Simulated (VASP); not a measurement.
# BN (Imm2) in VASP: single point with PBE

Aim: the single point of BN with PBE.

Everything below comes from runs of VASP 6.6.1. Logs are shortened: lines on timing, memory, paths and dates and some standing lists are left out, and cuts for length are marked.

## 1. The cell of the first run

Symmetry: Imm2, No. 44, orthorhombic system. Conventional cell: a = 2.544 Å, b = 2.567 Å, c = 3.598 Å, α = 90.00°, β = 90.00°, γ = 90.00°. Within 2.1 Å of B (site symmetry mm2) lie 4 N at 1.56 to 1.57 Å. Within 2.1 Å of N (site symmetry mm2) lie 4 B at 1.56 to 1.57 Å.

## 2. Single point, PBE

The input, INCAR:

```
SYSTEM = BN
ALGO     = Normal         ! electronic algorithm
EDIFF    = 1E-6           ! SCF threshold, eV
ENCUT    = 600            ! plane-wave cutoff, eV
GGA      = PE             ! functional
GGA_COMPAT= .False.      
ISIF     = 2              ! what is computed and relaxed
ISMEAR   = 0              ! smearing method
LASPH    = .True.         ! aspherical terms in the spheres
LCHARG   = .True.         ! write CHGCAR
LELF     = .True.         ! ELF
LREAL    = .False.        ! projectors in reciprocal space
LVHAR    = .True.       
LWAVE    = .False.        ! write WAVECAR
NBANDS   = 16             ! bands
NELM     = 120            ! most SCF steps
PREC     = Accurate       ! precision mode
SIGMA    = 0.01           ! smearing width, eV
```

The input, KPOINTS:

```
k-points
0
Gamma
  6 4 6
  0 0 0
```

The input, POSCAR:

```
BN
1.0
    2.5442563774      0.0000000000      0.0000000000
    0.0000000000      3.5981218750      0.0000000000
    0.0000000000      0.0000000000      2.5673008650
B N
2 2
Direct
    0.0000000000      0.0001015458      0.0000000000
    0.5000000000      0.5001015458      0.5000000000
    0.0000000000      0.2498984542      0.5000000000
    0.5000000000      0.7498984542      0.0000000000
```

Potentials or basis: VASP PAW PBE potentials, release 64 (B, N).

Run with:

```
cat potpaw_PBE.64/B/POTCAR potpaw_PBE.64/N/POTCAR > POTCAR
mpirun -np 1 vasp_std > vasp.out
```

OUTCAR:

```text
SYSTEM = BN
   EDIFF = 1E-6
   ENCUT = 600
   GGA = PE
   ISIF = 2
   ISMEAR = 0
   LASPH = .True.
   LREAL = .False.
   NELM = 120
   PREC = Accurate

 ion  position               nearest neighbor table
   1  0.000  0.000  0.000-   4 1.56   4 1.56   3 1.57   3 1.57
   2  0.500  0.500  0.500-   3 1.56   3 1.56   4 1.57   4 1.57
   3  0.000  0.250  0.500-   2 1.56   2 1.56   1 1.57   1 1.57
   4  0.500  0.750  0.000-   1 1.56   1 1.56   2 1.57   2 1.57

  LATTYP: Found a simple orthorhombic cell.
 ALAT       =     2.5442563774
 B/A-ratio  =     1.0090574550
 C/A-ratio  =     1.4142135623

  Lattice vectors:

 A1 = (  -2.5442563774,   0.0000000000,   0.0000000000)
 A2 = (   0.0000000000,   0.0000000000,   2.5673008650)
 A3 = (   0.0000000000,   3.5981218750,   0.0000000000)

Analysis of symmetry for initial positions (statically):
=====================================================================
 Subroutine PRICEL returns following result:

  LATTYP: Found a body centered orthorhombic cell.
 ALAT       =     2.5442563774
 B/A-ratio  =     1.0090574550
 C/A-ratio  =     1.4142135623

  Lattice vectors:

 A1 = (   1.2721281887,   1.7990609375,   1.2836504325)
 A2 = (  -1.2721281887,   1.7990609375,  -1.2836504325)
 A3 = (  -1.2721281887,  -1.7990609375,   1.2836504325)

   2 primitive cells build up your supercell.

 Routine SETGRP: Setting up the symmetry group for a
 simple orthorhombic supercell.

 Subroutine GETGRP returns: Found  4 space group operations
 (whereof  4 operations were pure point group operations)
 out of a pool of  8 trial point group operations.

The static configuration has the point symmetry C_2v.

Analysis of symmetry for dynamics (positions and initial velocities):
=====================================================================
 Subroutine PRICEL returns following result:

  LATTYP: Found a body centered orthorhombic cell.
 ALAT       =     2.5442563774
 B/A-ratio  =     1.0090574550
 C/A-ratio  =     1.4142135623

  Lattice vectors:

 A1 = (   1.2721281887,   1.7990609375,   1.2836504325)
 A2 = (  -1.2721281887,   1.7990609375,  -1.2836504325)
 A3 = (  -1.2721281887,  -1.7990609375,   1.2836504325)

   2 primitive cells build up your supercell.

 Routine SETGRP: Setting up the symmetry group for a
 simple orthorhombic supercell.

 Subroutine GETGRP returns: Found  4 space group operations
 (whereof  4 operations were pure point group operations)
 out of a pool of  8 trial point group operations.

The dynamic configuration has the point symmetry C_2v.

 Subroutine INISYM returns: Found  4 space group operations
 (whereof  4 operations are pure point group operations),
 and found     2 'primitive' translations

----------------------------------------------------------------------------------------

                                     Primitive cell

  volume of cell :      11.7512

  direct lattice vectors                    reciprocal lattice vectors
     1.272128189  1.799060937  1.283650432     0.000000000  0.277922770  0.389514144
    -1.272128189  1.799060938 -1.283650432    -0.393042151  0.277922770  0.000000000
    -1.272128189 -1.799060937  1.283650432    -0.393042151  0.000000000  0.389514144

  length of vectors
     2.550037023  2.550037023  2.550037023     0.478500089  0.481376359  0.553356487

  position of ions in fractional coordinates (direct lattice)
     0.000101546  0.000101546  0.000000000
     0.749898454  0.249898454  0.500000000

  ion indices of the primitive-cell ions
   primitive index   ion index
                 1           1
                 2           3

----------------------------------------------------------------------------------------

 KPOINTS: k-points

Automatic generation of k-mesh.
 Grid dimensions read from file:
 generate k-points for:    6    4    6

 Generating k-lattice:

  Cartesian coordinates                     Fractional coordinates (reciprocal lattice)
     0.065507025  0.000000000  0.000000000     0.166666667  0.000000000  0.000000000
     0.000000000  0.069480693  0.000000000     0.000000000  0.250000000  0.000000000
     0.000000000  0.000000000  0.064919024     0.000000000  0.000000000  0.166666667

  Length of vectors
     0.065507025  0.069480693  0.064919024

  Shift w.r.t. Gamma in fractional coordinates (k-lattice)
     0.000000000  0.000000000  0.000000000

 Subroutine IBZKPT returns following result:
 ===========================================

 Found     48 irreducible k-points:

 Following reciprocal coordinates:
            Coordinates               Weight
  0.000000  0.000000  0.000000      1.000000
  0.166667  0.000000  0.000000      2.000000
  0.333333  0.000000  0.000000      2.000000
  0.500000  0.000000  0.000000      1.000000
  0.000000  0.250000  0.000000      2.000000
  0.166667  0.250000  0.000000      4.000000
[... 16 lines left out ...]
  0.333333  0.500000  0.166667      4.000000
  0.500000  0.500000  0.166667      2.000000
 [... further k-points ...]
   k-points           NKPTS =     48   k-points in BZ     NKDIM =     48   number of bands    NBANDS=     16
   number of dos      NEDOS =    301   number of ions     NIONS =      4
   total plane-waves  NPLWV =  14400
   dimension x,y,z NGX =    20 NGY =   30 NGZ =   24
   dimension x,y,z NGXF=    40 NGYF=   60 NGZF=   48
   ions per type =               2   2
   NGX,Y,Z   is equivalent  to a cutoff of  13.07, 13.86, 15.54 a.u.
   NGXF,Y,Z  is equivalent  to a cutoff of  26.14, 27.72, 31.08 a.u.
 SYSTEM =  BN
   PREC   = accura    normal or accurate (medium, high low for compatibility)
   ISTART =      0    job   : 0-new  1-cont  2-samecut
   ICHARG =      2    charge: 1-file 2-atom 10-const
   ISPIN  =      1    spin polarized calculation?
   LNONCOLLINEAR =      F non collinear calculations
   LSORBIT =      F    spin-orbit coupling
   LASPH  =      T    aspherical Exc in radial PAW
   ENCUT  =  600.0 eV  44.10 Ry    6.64 a.u.   5.08  7.19  5.13*2*pi/ulx,y,z
   NELM   =    120;   NELMIN=  2; NELMDL= -5     # of ELM steps
   EDIFF  = 0.1E-05   stopping-criterion for ELM
   LREAL  =      F    real-space projection
   EDIFFG = 0.1E-04   stopping-criterion for IOM
   NSW    =      0    number of steps for IOM
   IBRION =     -1    ionic relax: 0-MD 1-quasi-New 2-CG
   NFREE  =      0    steps in history (QN), initial steepest desc. (CG)
   ISIF   =      2    stress and relaxation
   ISYM   =      2    0-nonsym 1-usesym 2-fastsym
   POTIM  = 0.5000    time-step for ionic-motion
   TEBEG  =    0.0;   TEEND  =   0.0 temperature during run
   PSTRESS=    0.0 pullay stress
   NELECT =      16.0000    total number of electrons
   NUPDOWN=      -1.0000    fix difference up-down
   EMIN   =  10.00;   EMAX   =-10.00  energy-range for DOS
   EFERMI =   0.00;   METHOD = LEGACY
   ISMEAR =     0;   SIGMA  =   0.01  broadening in eV -4-tet -1-fermi 0-gaus
   EFERMI_NEDOS =   21; number of points for ismear=-14 and -15
   IALGO  =     38    algorithm
   IMIX   =      4    mixing-type and parameters
     AMIX     =   0.40;   BMIX     =  1.00
     AMIX_MAG =   1.60;   BMIX_MAG =  1.00
  volume/ion in A,a.u.               =       5.88        39.65
  Fermi-wavevector in a.u.,A,eV,Ry     =   1.440159  2.721505 28.219256  2.074057
  Thomas-Fermi vector in A             =   2.558934
   LORBIT       =      0    0 simple, 1 ext, 2 COOP (PROOUT), +10 PAW based schemes
   GGA     = PE    functional components
   LHFCALC =     F    Hartree Fock is set to
   AEXX    =    0.0000 exact exchange contribution
   IVDW    =     0    specifies the selected vdW correction
   LEPSILON=     F    determine dielectric tensor
   LRPA    =     F    only Hartree local field effects (RPA)
 non-spin polarized calculation
 Gauss-broadening in eV      SIGMA  =   0.01
  energy-cutoff  :      600.00
  volume of cell :       23.50
 maximum number of plane-waves:       798
   NGX = 11   NGY = 15   NGZ = 11

 number of electron      16.0000002 magnetization

 Free energy of the ion-electron system (eV)
  ---------------------------------------------------
  ext. energy  EPLUGINS =         0.00000000
  ---------------------------------------------------
  free energy    TOTEN  =       -34.89748824 eV

  energy without entropy =      -34.89748824  energy(sigma->0) =      -34.89748824

 E-fermi :   7.6318     XC(G=0): -12.8467

 val. band max:        7.4943711627   @ k =   0.0000   0.0000   0.0000
 cond. band min:      11.8723710183   @ k =   0.0000   0.0000   0.0000
 fundamental gap:      4.3779998556
 Fermi energy:         7.6318478028

 k-point     1 :       0.0000    0.0000    0.0000
  band No.  band energies     occupation
      1     -12.8229      2.00000
      2      -7.1746      2.00000
      3      -1.4392      2.00000
      4       2.4099      2.00000
      5       2.5826      2.00000
      6       7.4279      2.00000
[... 8 lines left out ...]
     15      25.4633      0.00000
     16      25.4738      0.00000

 k-point     2 :       0.1667    0.0000    0.0000
  band No.  band energies     occupation
      1     -12.3694      2.00000
      2      -7.0615      2.00000
      3      -1.0621      2.00000
      4       0.8828      2.00000
      5       2.7948      2.00000
      6       5.6400      2.00000
[... 8 lines left out ...]
     15      24.4182      0.00000
     16      24.8262      0.00000

 k-point     3 :       0.3333    0.0000    0.0000
  band No.  band energies     occupation
      1     -11.0568      2.00000
      2      -7.4019      2.00000
      3      -0.9633      2.00000
      4       0.1055      2.00000
      5       2.4660      2.00000
      6       3.8576      2.00000
[... 8 lines left out ...]
     15      22.0577      0.00000
     16      23.6769      0.00000
[... 362 lines left out ...]
 k-point    23 :       0.3333    0.5000    0.1667
  band No.  band energies     occupation
      1      -9.0046      2.00000
      2      -9.0046      2.00000
      3      -1.3257      2.00000
      4      -1.3257      2.00000
      5       3.1268      2.00000
      6       3.1268      2.00000
[... 8 lines left out ...]
     15      22.6661      0.00000
     16      22.6661      0.00000

 k-point    24 :       0.5000    0.5000    0.1667
  band No.  band energies     occupation
      1      -8.2210      2.00000
      2      -8.2210      2.00000
      3      -2.8168      2.00000
      4      -2.8168      2.00000
      5       3.9181      2.00000
      6       3.9181      2.00000
[... 8 lines left out ...]
     15      23.1788      0.00000
     16      23.1788      0.00000

 [... further k-points ...]

------------------------ aborting loop because EDIFF is reached ----------------------------------------

  FORCE on cell =-STRESS in cart. coord.  units (eV):
  Direction    XX          YY          ZZ          XY          YZ          ZX
  --------------------------------------------------------------------------------------
  -------------------------------------------------------------------------------------
  Total        1.2123917      0.9898736      0.0056147      0.0000000      0.0000000      0.0000000
  in kB       82.6494605     67.4802739      0.3827547      0.0000000      0.0000000      0.0000000
  external PRESSURE =      50.1708297 kB  Pullay stress =       0.0000000 kB

 VOLUME and BASIS-vectors are now :
 -----------------------------------------------------------------------------
  energy-cutoff  :      600.00
  volume of cell :       23.50
      direct lattice vectors                 reciprocal lattice vectors
     2.544256377  0.000000000  0.000000000     0.393042151  0.000000000  0.000000000
     0.000000000  3.598121875  0.000000000     0.000000000  0.277922770  0.000000000
     0.000000000  0.000000000  2.567300865     0.000000000  0.000000000  0.389514144

 POSITION                                       TOTAL-FORCE (eV/Angst)
 -----------------------------------------------------------------------------------
      0.00000      0.00037      0.00000        -0.000000      0.001432     -0.000000
      1.27213      1.79943      1.28365        -0.000000      0.001432     -0.000000
      0.00000      0.89917      1.28365        -0.000000     -0.001432      0.000000
      1.27213      2.69823      0.00000         0.000000     -0.001432      0.000000
 -----------------------------------------------------------------------------------
    total drift:                                0.000000     -0.000204      0.000000

  FREE ENERGIE OF THE ION-ELECTRON SYSTEM (eV)
  ---------------------------------------------------
  free  energy   TOTEN  =       -34.8974882384 eV

  energy  without entropy=      -34.8974882384  energy(sigma->0) =      -34.89748824
```

Wall time 30 s (1 thread of AMD EPYC 7R13, shared host); peak memory 0.11 GiB.

What came out:

```yaml
Free_energy: -34.8975 eV
Pressure: 5.0 GPa
Band_gap_on_the_k_mesh: 4.38 eV
```

Stress tensor (GPa, compression positive):
```
8.26 0.00 0.00
0.00 6.75 0.00
0.00 0.00 0.04
```

Caveat: the k points lie up to 0.44 Å⁻¹ apart.
